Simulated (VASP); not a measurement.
# AlIn2As3 in VASP: notebook

Runs on AlIn2As3. Level: PBE. Tasks: single point.

All numbers are computed with VASP 6.6.1; they aren't measurements. Logs are shortened: lines on timing, memory, paths and dates and some standing lists are left out, and cuts for length are marked.

### 1 The cell of the first run

Symmetry: I-4m2, No. 119, tetragonal system. The conventional cell has a = 4.257 Å, b = 4.257 Å, c = 18.120 Å, α = 90.00°, β = 90.00°, γ = 90.00°. Al (site symmetry -4m2) has 4 As at 2.52 Å within 3.3 Å. Within 3.5 Å of In (site symmetry 2mm) lie 4 As at 2.65 to 2.66 Å. Within 3.3 Å of As (site symmetry 2mm) lie 2 Al at 2.52 Å and 2 In at 2.66 Å. As (site symmetry -4m2) has 4 In at 2.65 Å within 3.5 Å.

### 2 Single point, PBE

Contents of INCAR:

```
PREC = Accurate ; ENCUT = 520
EDIFF = 1E-6 ; ISMEAR = 0
SIGMA = 0.1 ; LREAL = False
LASPH = True ; NELM = 60
ALGO = Normal ; ISIF = 2
LWAVE = False ; LCHARG = True
GGA = PE ; LELF = True
LVHAR = True ; NBANDS = 31
```

Contents of KPOINTS:

```
regular mesh
0
Gamma
  6 6 6
```

Contents of POSCAR:

```
AlIn2As3
1.0
   -2.1285591000      2.1285591000      9.0600623000
    2.1285591000     -2.1285591000      9.0600623000
    2.1285591000      2.1285591000     -9.0600623000
Al In As
1 2 3
Direct
    0.0000000000      0.0000000000      0.0000000000
    0.6624760000      0.6624760000      0.0000000000
    0.3375240000      0.3375240000      0.0000000000
    0.4259960000      0.9259960000      0.5000000000
    0.0740040000      0.5740040000      0.5000000000
    0.7500000000      0.2500000000      0.5000000000
```

Potentials or basis: VASP PAW PBE potentials, release 64 (Al, In_d, As).

Started as:

```
$ cat potpaw_PBE.64/Al/POTCAR potpaw_PBE.64/In_d/POTCAR potpaw_PBE.64/As/POTCAR > POTCAR
$ mpirun -np 1 vasp_std > vasp.out
```

OUTCAR:

```text
PREC = Accurate
   ENCUT = 520
   EDIFF = 1E-6
   ISMEAR = 0
   LREAL = False
   LASPH = True
   NELM = 60
   ISIF = 2
   GGA = PE

 ion  position               nearest neighbor table
   1  0.000  0.000  0.000-   5 2.52   4 2.52   5 2.52   4 2.52
   2  0.662  0.662  0.000-   6 2.65   6 2.65   5 2.66   5 2.66
   3  0.338  0.338  0.000-   6 2.65   6 2.65   4 2.66   4 2.66
   4  0.426  0.926  0.500-   1 2.52   1 2.52   3 2.66   3 2.66
   5  0.074  0.574  0.500-   1 2.52   1 2.52   2 2.66   2 2.66
   6  0.750  0.250  0.500-   3 2.65   2 2.65   3 2.65   2 2.65

  LATTYP: Found a body centered tetragonal cell.
 ALAT       =     4.2571182000
 C/A-ratio  =     4.2564297604

  Lattice vectors:

 A1 = (  -2.1285591000,   2.1285591000,   9.0600623000)
 A2 = (   2.1285591000,  -2.1285591000,   9.0600623000)
 A3 = (   2.1285591000,   2.1285591000,  -9.0600623000)

Analysis of symmetry for initial positions (statically):
=====================================================================
 Subroutine PRICEL returns:
 Original cell was already a primitive cell.

 Routine SETGRP: Setting up the symmetry group for a
 body centered tetragonal supercell.

 Subroutine GETGRP returns: Found  8 space group operations
 (whereof  8 operations were pure point group operations)
 out of a pool of 16 trial point group operations.

The static configuration has the point symmetry D_2d.

Analysis of symmetry for dynamics (positions and initial velocities):
=====================================================================
 Subroutine PRICEL returns:
 Original cell was already a primitive cell.

 Routine SETGRP: Setting up the symmetry group for a
 body centered tetragonal supercell.

 Subroutine GETGRP returns: Found  8 space group operations
 (whereof  8 operations were pure point group operations)
 out of a pool of 16 trial point group operations.

The dynamic configuration has the point symmetry D_2d.

 Subroutine INISYM returns: Found  8 space group operations
 (whereof  8 operations are pure point group operations),
 and found     1 'primitive' translations

----------------------------------------------------------------------------------------

                                     Primitive cell

  volume of cell :     164.1960

  direct lattice vectors                    reciprocal lattice vectors
    -2.128559100  2.128559100  9.060062300     0.000000000  0.234900689  0.055187258
     2.128559100 -2.128559100  9.060062300     0.234900689  0.000000000  0.055187258
     2.128559100  2.128559100 -9.060062300     0.234900689  0.234900689  0.000000000

  length of vectors
     9.547054863  9.547054863  9.547054863     0.241296431  0.241296431  0.332199741

  position of ions in fractional coordinates (direct lattice)
     0.000000000  0.000000000  0.000000000
     0.662476000  0.662476000  0.000000000
     0.337524000  0.337524000  0.000000000
     0.425996000  0.925996000  0.500000000
     0.074004000  0.574004000  0.500000000
     0.750000000  0.250000000  0.500000000

  ion indices of the primitive-cell ions
   primitive index   ion index
                 1           1
                 2           2
                 3           3
                 4           4
                 5           5
                 6           6

----------------------------------------------------------------------------------------

 KPOINTS: regular mesh

Automatic generation of k-mesh.
 Grid dimensions read from file:
 generate k-points for:    6    6    6

 Generating k-lattice:

  Cartesian coordinates                     Fractional coordinates (reciprocal lattice)
     0.000000000  0.039150115  0.009197876     0.166666667  0.000000000  0.000000000
     0.039150115  0.000000000  0.009197876     0.000000000  0.166666667  0.000000000
     0.039150115  0.039150115  0.000000000     0.000000000  0.000000000  0.166666667

  Length of vectors
     0.040216072  0.040216072  0.055366623

  Shift w.r.t. Gamma in fractional coordinates (k-lattice)
     0.000000000  0.000000000  0.000000000

 Subroutine IBZKPT returns following result:
 ===========================================

 Found     30 irreducible k-points:

 Following reciprocal coordinates:
            Coordinates               Weight
  0.000000  0.000000  0.000000      1.000000
  0.166667 -0.000000  0.000000      8.000000
  0.333333  0.000000 -0.000000      8.000000
  0.500000  0.000000 -0.000000      4.000000
  0.166667  0.166667  0.000000      8.000000
  0.333333  0.166667 -0.000000     16.000000
[... 16 lines left out ...]
 -0.333333 -0.333333  0.166667      8.000000
 -0.166667 -0.333333  0.166667      8.000000
 [... further k-points ...]
   k-points           NKPTS =     30   k-points in BZ     NKDIM =     30   number of bands    NBANDS=     31
   number of dos      NEDOS =    301   number of ions     NIONS =      6
   total plane-waves  NPLWV = 373248
   dimension x,y,z NGX =    72 NGY =   72 NGZ =   72
   dimension x,y,z NGXF=   144 NGYF=  144 NGZF=  144
   ions per type =               1   2   3
   NGX,Y,Z   is equivalent  to a cutoff of  12.54, 12.54, 12.54 a.u.
   NGXF,Y,Z  is equivalent  to a cutoff of  25.08, 25.08, 25.08 a.u.
 SYSTEM =  unknown system
   PREC   = accura    normal or accurate (medium, high low for compatibility)
   ISTART =      0    job   : 0-new  1-cont  2-samecut
   ICHARG =      2    charge: 1-file 2-atom 10-const
   ISPIN  =      1    spin polarized calculation?
   LNONCOLLINEAR =      F non collinear calculations
   LSORBIT =      F    spin-orbit coupling
   LASPH  =      T    aspherical Exc in radial PAW
   ENCUT  =  520.0 eV  38.22 Ry    6.18 a.u.  17.75 17.75 17.75*2*pi/ulx,y,z
   NELM   =     60;   NELMIN=  2; NELMDL= -5     # of ELM steps
   EDIFF  = 0.1E-05   stopping-criterion for ELM
   LREAL  =      F    real-space projection
   EDIFFG = 0.1E-04   stopping-criterion for IOM
   NSW    =      0    number of steps for IOM
   IBRION =     -1    ionic relax: 0-MD 1-quasi-New 2-CG
   NFREE  =      0    steps in history (QN), initial steepest desc. (CG)
   ISIF   =      2    stress and relaxation
   ISYM   =      2    0-nonsym 1-usesym 2-fastsym
   POTIM  = 0.5000    time-step for ionic-motion
   TEBEG  =    0.0;   TEEND  =   0.0 temperature during run
   PSTRESS=    0.0 pullay stress
   NELECT =      44.0000    total number of electrons
   NUPDOWN=      -1.0000    fix difference up-down
   EMIN   =  10.00;   EMAX   =-10.00  energy-range for DOS
   EFERMI =   0.00;   METHOD = LEGACY
   ISMEAR =     0;   SIGMA  =   0.10  broadening in eV -4-tet -1-fermi 0-gaus
   EFERMI_NEDOS =   21; number of points for ismear=-14 and -15
   IALGO  =     38    algorithm
   IMIX   =      4    mixing-type and parameters
     AMIX     =   0.40;   BMIX     =  1.00
     AMIX_MAG =   1.60;   BMIX_MAG =  1.00
  volume/ion in A,a.u.               =      27.37       184.67
  Fermi-wavevector in a.u.,A,eV,Ry     =   1.055451  1.994514 15.156583  1.113977
  Thomas-Fermi vector in A             =   2.190650
   LORBIT       =      0    0 simple, 1 ext, 2 COOP (PROOUT), +10 PAW based schemes
   GGA     = PE    functional components
   LHFCALC =     F    Hartree Fock is set to
   AEXX    =    0.0000 exact exchange contribution
   IVDW    =     0    specifies the selected vdW correction
   LEPSILON=     F    determine dielectric tensor
   LRPA    =     F    only Hartree local field effects (RPA)
 non-spin polarized calculation
 Gauss-broadening in eV      SIGMA  =   0.10
  energy-cutoff  :      520.00
  volume of cell :      164.20
 maximum number of plane-waves:      4448
   NGX = 35   NGY = 35   NGZ = 35

 number of electron      44.0000002 magnetization

 Free energy of the ion-electron system (eV)
  ---------------------------------------------------
  ext. energy  EPLUGINS =         0.00000000
  ---------------------------------------------------
  free energy    TOTEN  =       -24.71812191 eV

  energy without entropy =      -24.71748970  energy(sigma->0) =      -24.71780580

 E-fermi :   3.9723     XC(G=0):  -8.8691

 val. band max:        3.8948482832   @ k =   0.0000   0.0000   0.0000
 cond. band min:       4.0033635761   @ k =   0.0000   0.0000   0.0000
 fundamental gap:      0.1085152928
 Fermi energy:         3.9723003788

 k-point     1 :       0.0000    0.0000    0.0000
  band No.  band energies     occupation
      1     -10.4541      2.00000
      2     -10.3800      2.00000
      3     -10.3110      2.00000
      4     -10.3110      2.00000
      5     -10.2776      2.00000
      6     -10.2776      2.00000
[... 23 lines left out ...]
     30       7.8715      0.00000
     31      10.8914      0.00000

 k-point     2 :       0.1667   -0.0000    0.0000
  band No.  band energies     occupation
      1     -10.4471      2.00000
      2     -10.3734      2.00000
      3     -10.3277      2.00000
      4     -10.3089      2.00000
      5     -10.2898      2.00000
      6     -10.2797      2.00000
[... 23 lines left out ...]
     30       8.4800      0.00000
     31       9.5615      0.00000

 k-point     3 :       0.3333    0.0000   -0.0000
  band No.  band energies     occupation
      1     -10.4387      2.00000
      2     -10.3760      2.00000
      3     -10.3465      2.00000
      4     -10.3063      2.00000
      5     -10.3035      2.00000
      6     -10.2851      2.00000
[... 23 lines left out ...]
     30       8.9702      0.00000
     31       9.3105      0.00000

 k-point     4 :       0.5000    0.0000   -0.0000
  band No.  band energies     occupation
      1     -10.4381      2.00000
      2     -10.3889      2.00000
      3     -10.3453      2.00000
      4     -10.3102      2.00000
      5     -10.2994      2.00000
      6     -10.2894      2.00000
[... 635 lines left out ...]
     30       8.9984      0.00000
     31       9.6111      0.00000

 k-point    23 :      -0.3333   -0.3333    0.1667
  band No.  band energies     occupation
      1     -10.4423      2.00000
      2     -10.3696      2.00000
      3     -10.3407      2.00000
      4     -10.3064      2.00000
      5     -10.2905      2.00000
      6     -10.2866      2.00000
[... 23 lines left out ...]
     30       8.7744      0.00000
     31       9.1962      0.00000

 k-point    24 :      -0.1667   -0.3333    0.1667
  band No.  band energies     occupation
      1     -10.4462      2.00000
      2     -10.3750      2.00000
      3     -10.3277      2.00000
      4     -10.3090      2.00000
      5     -10.2895      2.00000
      6     -10.2796      2.00000
[... 23 lines left out ...]
     30       8.3032      0.00000
     31       9.3763      0.00000

 [... further k-points ...]

------------------------ aborting loop because EDIFF is reached ----------------------------------------

  FORCE on cell =-STRESS in cart. coord.  units (eV):
  Direction    XX          YY          ZZ          XY          YZ          ZX
  --------------------------------------------------------------------------------------
  -------------------------------------------------------------------------------------
  Total        0.1179954      0.1179954     -0.0028840      0.0000000      0.0000000      0.0000000
  in kB        1.1513651      1.1513651     -0.0281408      0.0000000      0.0000000      0.0000000
  external PRESSURE =       0.7581964 kB  Pullay stress =       0.0000000 kB

 VOLUME and BASIS-vectors are now :
 -----------------------------------------------------------------------------
  energy-cutoff  :      520.00
  volume of cell :      164.20
      direct lattice vectors                 reciprocal lattice vectors
    -2.128559100  2.128559100  9.060062300     0.000000000  0.234900689  0.055187258
     2.128559100 -2.128559100  9.060062300     0.234900689  0.000000000  0.055187258
     2.128559100  2.128559100 -9.060062300     0.234900689  0.234900689  0.000000000

 POSITION                                       TOTAL-FORCE (eV/Angst)
 -----------------------------------------------------------------------------------
      0.00000      0.00000      0.00000        -0.000000      0.000000      0.000000
      0.00000      0.00000     12.00415         0.000000     -0.000000      0.002137
      0.00000      0.00000      6.11598         0.000000     -0.000000     -0.002137
      2.12856      0.00000      7.71910         0.000000      0.000000     -0.004284
      2.12856      0.00000      1.34096        -0.000000     -0.000000      0.004284
      0.00000      2.12856      4.53003        -0.000000      0.000000      0.000000
 -----------------------------------------------------------------------------------
    total drift:                                0.000000     -0.000000     -0.000000

  FREE ENERGIE OF THE ION-ELECTRON SYSTEM (eV)
  ---------------------------------------------------
  free  energy   TOTEN  =       -24.7181219100 eV

  energy  without entropy=      -24.7174896952  energy(sigma->0) =      -24.71780580
```

Wall time 14 min (1 thread of Intel Xeon 8259CL, shared host); peak memory 0.78 GiB.

What came out:

```yaml
Free_energy: -24.7181 eV
Pressure: 0.1 GPa
Largest_force: 0.004 eV/Å
Band_gap_on_the_k_mesh: 0.11 eV
```

Forces in eV/Å, atoms in the order of the input:
```
Al   0.000  0.000  0.000
In   0.000  0.000  0.002
In   0.000  0.000 -0.002
As   0.000  0.000 -0.004
As   0.000  0.000  0.004
As   0.000  0.000  0.000
```

Levels at points of the mesh, in eV from the valence-band top:
```tsv
k point	band 19	band 20	band 21	band 22	band 23	band 24	band 25	band 26
(0.00, 0.00, 0.00)	-1.54	-0.21	0.00	0.00	0.11	1.77	1.98	2.47
(0.50, 0.00, 0.00)	-1.46	-0.93	-0.78	-0.67	1.09	2.23	2.50	4.22
(0.50, 0.50, 0.00)	-2.60	-2.57	-2.15	-2.14	1.54	1.93	3.03	3.13
(0.50, 0.50, 0.50)	-0.92	-0.92	-0.60	-0.60	1.39	1.98	2.44	2.52
```

Caveat: spin-orbit coupling is left out, which moves the levels of the heavy elements.

(Part 1 of 2 ends here.)
